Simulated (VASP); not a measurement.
# NbCd3 (Pm-3m) in VASP: further runs

NbCd3 is run at these levels: PBE; tasks: single point.

Program: VASP 6.6.1. These are calculated values, not measurements. Logs are shortened: lines on timing, memory, paths and dates and some standing lists are left out, and cuts for length are marked.

**1. The cell of the first run**

The structure is cubic, space group Pm-3m (No. 221). The conventional cell has a = 4.318 Å, b = 4.318 Å, c = 4.318 Å, α = 90.00°, β = 90.00°, γ = 90.00°. Nb (site symmetry m-3m) has 12 Cd at 3.05 Å within 4.0 Å. Within 4.0 Å of Cd (site symmetry 4/mmm) lie 4 Nb at 3.05 Å and 8 Cd at 3.05 Å.

**2. Single point, PBE**

Contents of INCAR:

```
SYSTEM = NbCd3
ALGO = Normal
EDIFF = 1E-6
ENCUT = 520
GGA = PE
ISIF = 2
ISMEAR = 1
LASPH = .TRUE.
LCHARG = .TRUE.
LELF = .TRUE.
LREAL = .FALSE.
LVHAR = .TRUE.
LWAVE = .FALSE.
NBANDS = 32
NELM = 60
PREC = Accurate
SIGMA = 0.15
```

Contents of KPOINTS:

```
k-points
0
G
  6 6 6
  0 0 0
```

Contents of POSCAR:

```
NbCd3
1.0
    4.3178451876      0.0000000000      0.0000000000
    0.0000000000      4.3178451876      0.0000000000
    0.0000000000      0.0000000000      4.3178451876
Nb Cd
1 3
Direct
    0.0000000000      0.0000000000      0.0000000000
    0.0000000000      0.5000000000      0.5000000000
    0.5000000000      0.0000000000      0.5000000000
    0.5000000000      0.5000000000      0.0000000000
```

Potentials or basis: VASP PAW PBE potentials, release 64 (Nb_sv, Cd).

Run with:

```sh
> cat potpaw_PBE.64/Nb_sv/POTCAR potpaw_PBE.64/Cd/POTCAR > POTCAR
> mpirun -np 1 vasp_std > vasp.out
```

OUTCAR:

```text
SYSTEM = NbCd3
   EDIFF = 1E-6
   ENCUT = 520
   GGA = PE
   ISIF = 2
   ISMEAR = 1
   LASPH = .TRUE.
   LREAL = .FALSE.
   NELM = 60
   PREC = Accurate

 ion  position               nearest neighbor table
   1  0.000  0.000  0.000-   2 3.05   3 3.05   4 3.05   2 3.05   3 3.05   2 3.05   4 3.05   2 3.05
                             3 3.05   4 3.05   3 3.05   4 3.05
   2  0.000  0.500  0.500-   1 3.05   3 3.05   4 3.05   1 3.05   4 3.05   1 3.05   3 3.05   1 3.05
                             3 3.05   4 3.05   4 3.05   3 3.05
   3  0.500  0.000  0.500-   1 3.05   2 3.05   4 3.05   1 3.05   4 3.05   2 3.05   4 3.05   4 3.05
                             1 3.05   2 3.05   1 3.05   2 3.05
   4  0.500  0.500  0.000-   1 3.05   2 3.05   3 3.05   2 3.05   3 3.05   1 3.05   3 3.05   3 3.05
                             1 3.05   2 3.05   2 3.05   1 3.05

  LATTYP: Found a simple cubic cell.
 ALAT       =     4.3178451876

  Lattice vectors:

 A1 = (   4.3178451876,   0.0000000000,   0.0000000000)
 A2 = (   0.0000000000,   4.3178451876,   0.0000000000)
 A3 = (   0.0000000000,   0.0000000000,   4.3178451876)

Analysis of symmetry for initial positions (statically):
=====================================================================
 Subroutine PRICEL returns:
 Original cell was already a primitive cell.

 Routine SETGRP: Setting up the symmetry group for a
 simple cubic supercell.

 Subroutine GETGRP returns: Found 48 space group operations
 (whereof 48 operations were pure point group operations)
 out of a pool of 48 trial point group operations.

The static configuration has the point symmetry O_h .

Analysis of symmetry for dynamics (positions and initial velocities):
=====================================================================
 Subroutine PRICEL returns:
 Original cell was already a primitive cell.

 Routine SETGRP: Setting up the symmetry group for a
 simple cubic supercell.

 Subroutine GETGRP returns: Found 48 space group operations
 (whereof 48 operations were pure point group operations)
 out of a pool of 48 trial point group operations.

The dynamic configuration has the point symmetry O_h .

 Subroutine INISYM returns: Found 48 space group operations
 (whereof 48 operations are pure point group operations),
 and found     1 'primitive' translations

----------------------------------------------------------------------------------------

                                     Primitive cell

  volume of cell :      80.5010

  direct lattice vectors                    reciprocal lattice vectors
     4.317845188  0.000000000  0.000000000     0.231597002  0.000000000  0.000000000
     0.000000000  4.317845188  0.000000000     0.000000000  0.231597002  0.000000000
     0.000000000  0.000000000  4.317845188     0.000000000  0.000000000  0.231597002

  length of vectors
     4.317845188  4.317845188  4.317845188     0.231597002  0.231597002  0.231597002

  position of ions in fractional coordinates (direct lattice)
     0.000000000  0.000000000  0.000000000
     0.000000000  0.500000000  0.500000000
     0.500000000  0.000000000  0.500000000
     0.500000000  0.500000000  0.000000000

  ion indices of the primitive-cell ions
   primitive index   ion index
                 1           1
                 2           2
                 3           3
                 4           4

----------------------------------------------------------------------------------------

 KPOINTS: k-points

Automatic generation of k-mesh.
 Grid dimensions read from file:
 generate k-points for:    6    6    6

 Generating k-lattice:

  Cartesian coordinates                     Fractional coordinates (reciprocal lattice)
     0.038599500  0.000000000  0.000000000     0.166666667  0.000000000  0.000000000
     0.000000000  0.038599500  0.000000000     0.000000000  0.166666667  0.000000000
     0.000000000  0.000000000  0.038599500     0.000000000  0.000000000  0.166666667

  Length of vectors
     0.038599500  0.038599500  0.038599500

  Shift w.r.t. Gamma in fractional coordinates (k-lattice)
     0.000000000  0.000000000  0.000000000

 Subroutine IBZKPT returns following result:
 ===========================================

 Found     20 irreducible k-points:

 Following reciprocal coordinates:
            Coordinates               Weight
  0.000000  0.000000  0.000000      1.000000
  0.166667  0.000000  0.000000      6.000000
  0.333333  0.000000  0.000000      6.000000
  0.500000  0.000000  0.000000      3.000000
  0.166667  0.166667  0.000000     12.000000
  0.333333  0.166667  0.000000     24.000000
[... 12 lines left out ...]
  0.500000  0.500000  0.333333      6.000000
  0.500000  0.500000  0.500000      1.000000
   k-points           NKPTS =     20   k-points in BZ     NKDIM =     20   number of bands    NBANDS=     32
   number of dos      NEDOS =    301   number of ions     NIONS =      4
   total plane-waves  NPLWV =  32768
   dimension x,y,z NGX =    32 NGY =   32 NGZ =   32
   dimension x,y,z NGXF=    64 NGYF=   64 NGZF=   64
   ions per type =               1   3
   NGX,Y,Z   is equivalent  to a cutoff of  12.32, 12.32, 12.32 a.u.
   NGXF,Y,Z  is equivalent  to a cutoff of  24.64, 24.64, 24.64 a.u.
 SYSTEM =  NbCd3
   PREC   = accura    normal or accurate (medium, high low for compatibility)
   ISTART =      0    job   : 0-new  1-cont  2-samecut
   ICHARG =      2    charge: 1-file 2-atom 10-const
   ISPIN  =      1    spin polarized calculation?
   LNONCOLLINEAR =      F non collinear calculations
   LSORBIT =      F    spin-orbit coupling
   LASPH  =      T    aspherical Exc in radial PAW
   ENCUT  =  520.0 eV  38.22 Ry    6.18 a.u.   8.03  8.03  8.03*2*pi/ulx,y,z
   NELM   =     60;   NELMIN=  2; NELMDL= -5     # of ELM steps
   EDIFF  = 0.1E-05   stopping-criterion for ELM
   LREAL  =      F    real-space projection
   EDIFFG = 0.1E-04   stopping-criterion for IOM
   NSW    =      0    number of steps for IOM
   IBRION =     -1    ionic relax: 0-MD 1-quasi-New 2-CG
   NFREE  =      0    steps in history (QN), initial steepest desc. (CG)
   ISIF   =      2    stress and relaxation
   ISYM   =      2    0-nonsym 1-usesym 2-fastsym
   POTIM  = 0.5000    time-step for ionic-motion
   TEBEG  =    0.0;   TEEND  =   0.0 temperature during run
   PSTRESS=    0.0 pullay stress
   NELECT =      49.0000    total number of electrons
   NUPDOWN=      -1.0000    fix difference up-down
   EMIN   =  10.00;   EMAX   =-10.00  energy-range for DOS
   EFERMI =   0.00;   METHOD = LEGACY
   ISMEAR =     1;   SIGMA  =   0.15  broadening in eV -4-tet -1-fermi 0-gaus
   EFERMI_NEDOS =   21; number of points for ismear=-14 and -15
   IALGO  =     38    algorithm
   IMIX   =      4    mixing-type and parameters
     AMIX     =   0.40;   BMIX     =  1.00
     AMIX_MAG =   1.60;   BMIX_MAG =  1.00
  volume/ion in A,a.u.               =      20.13       135.81
  Fermi-wavevector in a.u.,A,eV,Ry     =   1.387415  2.621835 26.190140  1.924921
  Thomas-Fermi vector in A             =   2.511638
   LORBIT       =      0    0 simple, 1 ext, 2 COOP (PROOUT), +10 PAW based schemes
   GGA     = PE    functional components
   LHFCALC =     F    Hartree Fock is set to
   AEXX    =    0.0000 exact exchange contribution
   IVDW    =     0    specifies the selected vdW correction
   LEPSILON=     F    determine dielectric tensor
   LRPA    =     F    only Hartree local field effects (RPA)
 non-spin polarized calculation
 Methfessel and Paxton  Order N= 1 SIGMA  =   0.15
  energy-cutoff  :      520.00
  volume of cell :       80.50
 maximum number of plane-waves:      2192
   NGX = 17   NGY = 17   NGZ = 17

 number of electron      48.9999972 magnetization

 Free energy of the ion-electron system (eV)
  ---------------------------------------------------
  ext. energy  EPLUGINS =         0.00000000
  ---------------------------------------------------
  free energy    TOTEN  =       -11.85852986 eV

  energy without entropy =      -11.85193066  energy(sigma->0) =      -11.85633012

 E-fermi :   4.6422     XC(G=0): -11.5627

 val. band max:        4.5876167414   @ k =   0.5000   0.3333   0.0000
 cond. band min:       4.6550238648   @ k =   0.3333   0.3333   0.0000
 fundamental gap:      0.0674071234
 Fermi energy:         4.6422084948

 k-point     1 :       0.0000    0.0000    0.0000
  band No.  band energies     occupation
      1     -50.3879      2.00000
      2     -26.4320      2.00000
      3     -26.4320      2.00000
      4     -26.4320      2.00000
      5      -4.7744      2.00000
      6      -4.5872      2.00000
[... 24 lines left out ...]
     31       9.9577      0.00000
     32      11.9957      0.00000

 k-point     2 :       0.1667    0.0000    0.0000
  band No.  band energies     occupation
      1     -50.3878      2.00000
      2     -26.4361      2.00000
      3     -26.4322      2.00000
      4     -26.4322      2.00000
      5      -4.6904      2.00000
      6      -4.5554      2.00000
[... 24 lines left out ...]
     31      11.3088      0.00000
     32      12.0032      0.00000

 k-point     3 :       0.3333    0.0000    0.0000
  band No.  band energies     occupation
      1     -50.3875      2.00000
      2     -26.4440      2.00000
      3     -26.4325      2.00000
      4     -26.4325      2.00000
      5      -4.4862      2.00000
      6      -4.4828      2.00000
[... 24 lines left out ...]
     31      10.9158      0.00000
     32      10.9158      0.00000

 k-point     4 :       0.5000    0.0000    0.0000
  band No.  band energies     occupation
      1     -50.3874      2.00000
      2     -26.4480      2.00000
      3     -26.4326      2.00000
      4     -26.4326      2.00000
      5      -4.4397      2.00000
      6      -4.3500      2.00000
[... 514 lines left out ...]
     31       9.4766      0.00000
     32      10.1521      0.00000

 k-point    19 :       0.5000    0.5000    0.3333
  band No.  band energies     occupation
      1     -50.3869      2.00000
      2     -26.4434      2.00000
      3     -26.4434      2.00000
      4     -26.4403      2.00000
      5      -4.4091      2.00000
      6      -4.3849      2.00000
[... 24 lines left out ...]
     31       8.8136      0.00000
     32       8.8136      0.00000

 k-point    20 :       0.5000    0.5000    0.5000
  band No.  band energies     occupation
      1     -50.3868      2.00000
      2     -26.4427      2.00000
      3     -26.4427      2.00000
      4     -26.4427      2.00000
      5      -4.4825      2.00000
      6      -4.4501      2.00000
[... 24 lines left out ...]
     31       8.5029      0.00000
     32       8.5029      0.00000

------------------------ aborting loop because EDIFF is reached ----------------------------------------

  FORCE on cell =-STRESS in cart. coord.  units (eV):
  Direction    XX          YY          ZZ          XY          YZ          ZX
  --------------------------------------------------------------------------------------
  -------------------------------------------------------------------------------------
  Total       -0.1459484     -0.1459484     -0.1459484     -0.0000000      0.0000000     -0.0000000
  in kB       -2.9047496     -2.9047496     -2.9047496     -0.0000000      0.0000000     -0.0000000
  external PRESSURE =      -2.9047496 kB  Pullay stress =       0.0000000 kB

 VOLUME and BASIS-vectors are now :
 -----------------------------------------------------------------------------
  energy-cutoff  :      520.00
  volume of cell :       80.50
      direct lattice vectors                 reciprocal lattice vectors
     4.317845188  0.000000000  0.000000000     0.231597002  0.000000000  0.000000000
     0.000000000  4.317845188  0.000000000     0.000000000  0.231597002  0.000000000
     0.000000000  0.000000000  4.317845188     0.000000000  0.000000000  0.231597002

 POSITION                                       TOTAL-FORCE (eV/Angst)
 -----------------------------------------------------------------------------------
      0.00000      0.00000      0.00000         0.000000      0.000000      0.000000
      0.00000      2.15892      2.15892         0.000000      0.000000      0.000000
      2.15892      0.00000      2.15892         0.000000      0.000000      0.000000
      2.15892      2.15892      0.00000         0.000000      0.000000      0.000000
 -----------------------------------------------------------------------------------
    total drift:                                0.000000     -0.000000     -0.000000

  FREE ENERGIE OF THE ION-ELECTRON SYSTEM (eV)
  ---------------------------------------------------
  free  energy   TOTEN  =       -11.8585298564 eV

  energy  without entropy=      -11.8519306595  energy(sigma->0) =      -11.85633012
```

Run time: 18 s. Hardware: 1 thread of Intel Xeon Platinum 8559C (Emerald Rapids), shared host; peak memory 0.19 GiB.

Results:

```
Free energy : -11.8585 eV
Pressure    : -0.3 GPa
```

Levels at points of the mesh, in eV from the Fermi level:
```
           k point  band 20  band 21  band 22  band 23  band 24  band 25  band 26  band 27  band 28  band 29
(0.00, 0.00, 0.00)    -7.58    -0.96    -0.96     0.25     0.25     0.25     1.11     1.11     1.11     5.10
(0.50, 0.00, 0.00)    -5.95    -5.65    -0.82    -0.82    -0.75     0.97     1.05     2.92     3.99     3.99
(0.50, 0.50, 0.00)    -4.93    -3.15    -3.15    -2.98    -0.31    -0.31     1.07     1.63     2.02     5.35
(0.50, 0.50, 0.50)    -2.41    -2.41    -2.41    -2.11    -1.11    -1.11    -1.11     1.39     1.39     3.27
```

**3. Single point, PBE**

This run uses another cell than the first one, of 20.59 Å³/atom, 1.023 times its volume.

Contents of INCAR:

```
  PREC = Accurate
  ENCUT = 520
  EDIFF = 1E-7
  ISMEAR = 1
  SIGMA = 0.15
  LREAL = False
  LASPH = True
  NELM = 80
  ALGO = Normal
  ISIF = 2
  LWAVE = False
  LCHARG = True
  GGA = PE
  LELF = True
  LVHAR = True
  NBANDS = 32
```

Contents of KPOINTS:

```
regular mesh
0
Gamma
  6 6 6
```

Contents of POSCAR:

```
NbCd3
1.0
    4.3510606866      0.0000000000      0.0000000000
    0.0000000000      4.3510606866      0.0000000000
    0.0000000000      0.0000000000      4.3510606866
Nb Cd
1 3
Direct
    0.0000000000      0.0000000000      0.0000000000
    0.0000000000      0.5000000000      0.5000000000
    0.5000000000      0.0000000000      0.5000000000
    0.5000000000      0.5000000000      0.0000000000
```

Potentials or basis: VASP PAW PBE potentials, release 64 (Nb_sv, Cd).

Run with:

```sh
> cat potpaw_PBE.64/Nb_sv/POTCAR potpaw_PBE.64/Cd/POTCAR > POTCAR
> mpirun -np 1 vasp_std > vasp.out
```

OUTCAR:

```text
PREC = Accurate
   ENCUT = 520
   EDIFF = 1E-7
   ISMEAR = 1
   LREAL = False
   LASPH = True
   NELM = 80
   ISIF = 2
   GGA = PE

 ion  position               nearest neighbor table
   1  0.000  0.000  0.000-   2 3.08   3 3.08   4 3.08   2 3.08   3 3.08   2 3.08   4 3.08   2 3.08
                             3 3.08   4 3.08   3 3.08   4 3.08
   2  0.000  0.500  0.500-   1 3.08   3 3.08   4 3.08   1 3.08   4 3.08   1 3.08   3 3.08   1 3.08
                             3 3.08   4 3.08   4 3.08   3 3.08
   3  0.500  0.000  0.500-   1 3.08   2 3.08   4 3.08   1 3.08   4 3.08   2 3.08   4 3.08   4 3.08
                             1 3.08   2 3.08   1 3.08   2 3.08
   4  0.500  0.500  0.000-   1 3.08   2 3.08   3 3.08   2 3.08   3 3.08   1 3.08   3 3.08   3 3.08
                             1 3.08   2 3.08   2 3.08   1 3.08

  LATTYP: Found a simple cubic cell.
 ALAT       =     4.3510606866

  Lattice vectors:

 A1 = (   4.3510606866,   0.0000000000,   0.0000000000)
 A2 = (   0.0000000000,   4.3510606866,   0.0000000000)
 A3 = (   0.0000000000,   0.0000000000,   4.3510606866)

Analysis of symmetry for initial positions (statically):
[... 173 lines left out ...]

 val. band max:        4.3965698604   @ k =   0.5000   0.3333   0.0000
 cond. band min:       4.4611682782   @ k =   0.3333   0.3333   0.0000
 fundamental gap:      0.0645984178
 Fermi energy:         4.4466214574

 k-point     1 :       0.0000    0.0000    0.0000
  band No.  band energies     occupation
      1     -50.6224      2.00000
      2     -26.6601      2.00000
      3     -26.6601      2.00000
      4     -26.6601      2.00000
      5      -4.8740      2.00000
      6      -4.6994      2.00000
[... 689 lines left out ...]
     31       8.1725      0.00000
     32       8.1725      0.00000

------------------------ aborting loop because EDIFF is reached ----------------------------------------

  FORCE on cell =-STRESS in cart. coord.  units (eV):
  Direction    XX          YY          ZZ          XY          YZ          ZX
  --------------------------------------------------------------------------------------
  -------------------------------------------------------------------------------------
  Total       -1.1804592     -1.1804592     -1.1804592      0.0000000      0.0000000      0.0000000
  in kB      -22.9602242    -22.9602242    -22.9602242      0.0000000      0.0000000      0.0000000
  external PRESSURE =     -22.9602242 kB  Pullay stress =       0.0000000 kB

 VOLUME and BASIS-vectors are now :
 -----------------------------------------------------------------------------
  energy-cutoff  :      520.00
  volume of cell :       82.37
      direct lattice vectors                 reciprocal lattice vectors
     4.351060687  0.000000000  0.000000000     0.229829017  0.000000000  0.000000000
     0.000000000  4.351060687  0.000000000     0.000000000  0.229829017  0.000000000
     0.000000000  0.000000000  4.351060687     0.000000000  0.000000000  0.229829017

 POSITION                                       TOTAL-FORCE (eV/Angst)
 -----------------------------------------------------------------------------------
      0.00000      0.00000      0.00000         0.000000      0.000000      0.000000
      0.00000      2.17553      2.17553         0.000000      0.000000      0.000000
      2.17553      0.00000      2.17553         0.000000      0.000000      0.000000
      2.17553      2.17553      0.00000         0.000000      0.000000      0.000000
 -----------------------------------------------------------------------------------
    total drift:                                0.000000     -0.000000     -0.000000

  FREE ENERGIE OF THE ION-ELECTRON SYSTEM (eV)
  ---------------------------------------------------
  free  energy   TOTEN  =       -11.8434008896 eV

  energy  without entropy=      -11.8367063496  energy(sigma->0) =      -11.84116938
```

OSZICAR:

```text
N       E                     dE             d eps       ncg     rms          rms(c)
DAV:   1     0.449545518648E+03    0.44955E+03   -0.25881E+04  1280   0.155E+03
DAV:   2     0.512356623076E+01   -0.44442E+03   -0.43061E+03  1456   0.475E+02
DAV:   3    -0.118664745400E+02   -0.16990E+02   -0.16546E+02  1816   0.919E+01
DAV:   4    -0.125442092123E+02   -0.67773E+00   -0.67567E+00  1768   0.149E+01
DAV:   5    -0.125559331611E+02   -0.11724E-01   -0.11718E-01  1784   0.183E+00    0.811E+00
DAV:   6    -0.119419111350E+02    0.61402E+00   -0.18514E+00  1664   0.107E+01    0.493E+00
DAV:   7    -0.118677749696E+02    0.74136E-01   -0.25059E-01  1720   0.349E+00    0.373E+00
DAV:   8    -0.118440777811E+02    0.23697E-01   -0.80423E-02  1616   0.192E+00    0.109E+00
DAV:   9    -0.118432647370E+02    0.81304E-03   -0.71486E-03  1608   0.667E-01    0.200E-01
DAV:  10    -0.118434371130E+02   -0.17238E-03   -0.11610E-03  1688   0.238E-01    0.515E-02
DAV:  11    -0.118434025136E+02    0.34599E-04   -0.90000E-05  1768   0.711E-02    0.190E-02
DAV:  12    -0.118434010726E+02    0.14410E-05   -0.87122E-06  1728   0.182E-02    0.257E-03
DAV:  13    -0.118434008619E+02    0.21062E-06   -0.95524E-07  1616   0.541E-03    0.128E-03
DAV:  14    -0.118434008896E+02   -0.27686E-07   -0.24571E-08   808   0.128E-03
   1 F= -.11843401E+02 E0= -.11841169E+02  d E =-.669454E-02
```

It took 19 s on 1 thread of Intel Xeon Platinum 8559C (Emerald Rapids), shared host; peak memory 0.19 GiB.

What came out:

* Free energy: -11.8434 eV
* Pressure: -2.3 GPa

Levels at points of the mesh, in eV from the Fermi level:
```csv
k point,band 21,band 22,band 23,band 24,band 25,band 26,band 27,band 28
"(0.00, 0.00, 0.00)",-0.96,-0.96,0.27,0.27,0.27,1.07,1.07,1.07
"(0.50, 0.00, 0.00)",-5.55,-0.79,-0.79,-0.73,0.94,1.01,2.80,3.91
"(0.50, 0.50, 0.00)",-3.13,-3.13,-2.91,-0.29,-0.29,1.04,1.57,1.97
"(0.50, 0.50, 0.50)",-2.41,-2.41,-2.03,-1.08,-1.08,-1.08,1.35,1.35
```
